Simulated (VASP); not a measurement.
Write the native input for VASP 6.6.1 that does the following.

```yaml
Task: single point
Functional: BLYP
Dispersion: D3(BJ)
Potentials_or_basis: VASP PAW PBE potentials, release 64 (Zn, O)
Cutoff: 520 eV
k_mesh: 9 × 9 × 5
Occupations: fermi-dirac, width 0.05 eV
Spin: no spin polarisation
Dipole_correction: no
Further_INCAR_settings: ALGO = Normal; EDIFF = 1e-06; NBANDS = 26
```

The structure of ZnO (zincite) lies in POSCAR:

```
ZnO
1.0
    3.2593481227      0.0000000000      0.0000000000
   -1.6296740613      2.8226782740      0.0000000000
    0.0000000000      0.0000000000      5.2809111415
Zn O
2 2
Direct
    0.6666666667      0.3333333333      0.0005862749
    0.3333333333      0.6666666667      0.5005862749
    0.3333333333      0.6666666667      0.8784237251
    0.6666666667      0.3333333333      0.3784237251
```

One way to write it, as run:

INCAR

```
SYSTEM = ZnO
AGGAC = 1.0
AGGAX = 1.0
ALDAC = 0.0
ALDAX = 1.0
ALGO = Normal
EDIFF = 1E-6
ENCUT = 520
GGA = B5
ISIF = 2
ISMEAR = -1
IVDW = 12
LASPH = .True.
LCHARG = .False.
LREAL = .False.
LWAVE = .False.
NBANDS = 26
NELM = 80
PREC = Accurate
SIGMA = 0.05
VDW_A1 = 0.4298
VDW_A2 = 4.2359
VDW_S6 = 1.0
VDW_S8 = 2.6996
```

KPOINTS

```
k-points
0
Gamma
  9 9 5
  0 0 0
```

Potentials or basis: VASP PAW PBE potentials, release 64 (Zn, O).

Run with:

```sh
$ cat potpaw_PBE.64/Zn/POTCAR potpaw_PBE.64/O/POTCAR > POTCAR
$ mpirun -np 1 vasp_std > vasp.out
```

It gave:

```json
{
  "Pressure": "0.9 GPa",
  "Band gap on the k mesh": "0.91 eV, direct",
  "Dispersion energy per atom": "-0.471 eV"
}
```

Caveat: the PAW data sets were made with another functional, which shifts forces and pressure a little.

Wall time 81 s on 1 thread of Intel(R) Xeon(R) Platinum 8488C (Sapphire Rapids), with other jobs on the host, peak memory 0.19 GiB.
